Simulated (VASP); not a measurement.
# MgI2: single point with PBE+D3(BJ)

System: MgI2, a slab with vacuum.

```
CELL_PARAMETERS angstrom
4.13111 0.00000 0.00000
-2.06555 3.57764 0.00000
0.00000 0.00000 24.22651
ATOMIC_POSITIONS crystal
I 0.33333 0.66667 0.18575
I 0.66667 0.33333 0.32457
I 0.66667 0.22222 0.48266
I 0.33333 0.55556 0.62149
Mg 0.00000 0.00000 0.25516
Mg 0.00000 0.88889 0.55208
```

This cell differs from its parent crystal: layers slid over each other.

| Property | Result |
| --- | --- |
| Program | VASP 6.6.1 |
| Task | single point |
| Functional | PBE |
| Dispersion | D3(BJ) |
| Potentials or basis | VASP PAW PBE potentials, release 64 (I, Mg) |
| Cutoff | 520 eV |
| k mesh | 9 × 9 × 1 |
| Occupations | gaussian, width 0.05 eV |
| Spin | no spin polarisation |
| Dipole correction | yes |
| Further INCAR settings | ALGO = Normal; EDIFF = 1e-07; NBANDS = 25 |

```json
{
 "Largest force": "0.142 eV/Å",
 "Band gap on the k mesh": "3.52 eV (least direct gap 3.92 eV)",
 "Dispersion energy per atom": "-0.266 eV"
}
```

Forces on the atoms (eV/Å):
```
I   -0.001  0.001  0.014
I   -0.017  0.030 -0.138
I    0.018 -0.030  0.138
I    0.001 -0.001 -0.014
Mg   0.001 -0.002 -0.008
Mg  -0.001  0.002  0.008
```

Levels at points of the mesh, in eV from the valence-band top:
| k point | band 12 | band 13 | band 14 | band 15 | band 16 | band 17 | band 18 | band 19 | band 20 | band 21 |
| --- | --- | --- | --- | --- | --- | --- | --- | --- | --- | --- |
| (0.00, 0.00, 0.00) | -0.28 | -0.05 | -0.05 | -0.01 | 0.00 | 3.92 | 4.36 | 4.85 | 4.97 | 5.89 |

Wall time 5.9 min on 1 thread of AMD EPYC 9R14 (Zen 4), with other jobs on the host, peak memory 0.52 GiB.

Caveat: the cell differs from its parent crystal (layers slid over each other); spin-orbit coupling is left out, which moves the levels of the heavy elements.
